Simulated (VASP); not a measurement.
# Fe: single point with revPBE

Fe:

```xyz
2
Lattice="0.0000 2.4093 2.4093 2.4093 0.0000 2.4093 2.4093 2.4093 0.0000" Properties=species:S:1:pos:R:3 pbc="T T T"
Fe    0.0000    0.0000    0.0000
Fe    2.4093    2.4093    2.4093
```

This isn't the form of Fe at room conditions, which is bcc.

- Program: VASP 6.6.1
- Task: single point
- Functional: revPBE
- Potentials or basis: VASP PAW PBE potentials, release 64 (Fe)
- Cutoff: 600 eV
- k mesh: 18 × 18 × 18
- Occupations: fermi-dirac, width 0.05 eV
- Spin: collinear spin, antiferromagnetic start
- Starting moments: [2.336, -2.336] μB
- Dipole correction: no
- Further INCAR settings: ALGO = Normal; EDIFF = 1e-06; NBANDS = 19

```
Pressure                                              : -0.5 GPa
Band gap on the k mesh                                : zero (filled and empty bands overlap)
Net moment                                            : 0.00 μB per cell
Site moments                                          : Fe +2.41, -2.41 μB
Valence electrons inside the program's atomic spheres : Fe 7.07
```

Levels at points of the mesh, in eV from the Fermi level:
Spin up:
```csv
k point,band 4,band 5,band 6,band 7,band 8,band 9,band 10,band 11,band 12,band 13
"(0.00, 0.00, 0.00)",-3.62,-3.62,-3.62,0.66,0.66,0.66,1.17,1.17,11.07,11.07
"(0.50, 0.00, 0.00)",-2.92,-2.23,-2.23,-1.16,-1.16,-0.70,0.27,0.27,1.38,12.04
"(0.50, 0.50, 0.00)",-2.58,-2.31,-2.31,-1.38,0.57,0.59,0.59,1.14,4.08,4.62
```
Spin down:
```tsv
k point	band 6	band 7	band 8	band 9	band 10	band 11
(0.00, 0.00, 0.00)	-3.62	0.66	0.66	0.66	1.17	1.17
(0.50, 0.00, 0.00)	-2.23	-1.16	-1.16	-0.70	0.27	0.27
(0.50, 0.50, 0.00)	-2.31	-1.38	0.57	0.59	0.59	1.14
```

Wall time 7 min on 1 thread of Oxide Virtual Turin-like Processor, with other jobs on the host, peak memory 0.27 GiB.

Caveat: the antiferromagnetic order is the one typed at the start, and another may lie lower; the PAW data sets were made with another functional, which shifts forces and pressure a little.
